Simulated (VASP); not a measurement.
BN: single point with PBE+D3(BJ)

Crystal: BN.

```xyz
4
Lattice="2.4695 0.0000 0.0000 -1.2348 2.1387 0.0000 0.0000 0.0000 6.9112" Properties=species:S:1:pos:R:3 pbc="T T T"
B     0.0000    0.0000    3.4556
B     0.0000    1.4258    0.0000
N     0.0000    0.0000    0.0000
N     1.2348    0.7129    3.4556
```

This cell differs from its parent crystal: ratio of the length along z to the lengths across it x 1.05, volume and fractional coordinates fixed.

```
Program                : VASP 6.6.1
Task                   : single point
Functional             : PBE
Dispersion             : D3(BJ)
Potentials or basis    : VASP PAW PBE potentials, release 64 (B, N)
Cutoff                 : 520 eV
k mesh                 : 12 × 12 × 4
Occupations            : gaussian, width 0.05 eV
Spin                   : no spin polarisation
Dipole correction      : no
Further INCAR settings : ALGO = Normal; EDIFF = 1e-06; NBANDS = 16
```

```yaml
Pressure: 10.6 GPa
Band_gap_on_the_k_mesh: 4.48 eV, indirect (least direct gap 4.65 eV)
Dispersion_energy_per_atom: -0.138 eV
```

Stress tensor (GPa, compression positive):
```
16.59  0.00  0.00
 0.00 16.59  0.00
 0.00  0.00 -1.32
```

Levels at points of the mesh, in eV from the valence-band top:
| k point | band 6 | band 7 | band 8 | band 9 | band 10 | band 11 |
| --- | --- | --- | --- | --- | --- | --- |
| (0.00, 0.00, 0.00) | -1.34 | -1.27 | -1.27 | 4.97 | 9.87 | 11.88 |
| (0.50, 0.00, 0.00) | -4.18 | -1.26 | -0.78 | 4.48 | 5.45 | 10.02 |
| (0.00, 0.00, 0.50) | -1.34 | -1.27 | -1.27 | 7.13 | 7.15 | 11.89 |
| (0.50, 0.00, 0.50) | -4.19 | -1.02 | -0.95 | 4.76 | 4.80 | 10.28 |

Wall time 13 s on 1 thread of Intel(R) Xeon(R) 6975P-C (Granite Rapids), with other jobs on the host, peak memory 0.16 GiB.

 A k mesh can miss the band edges.
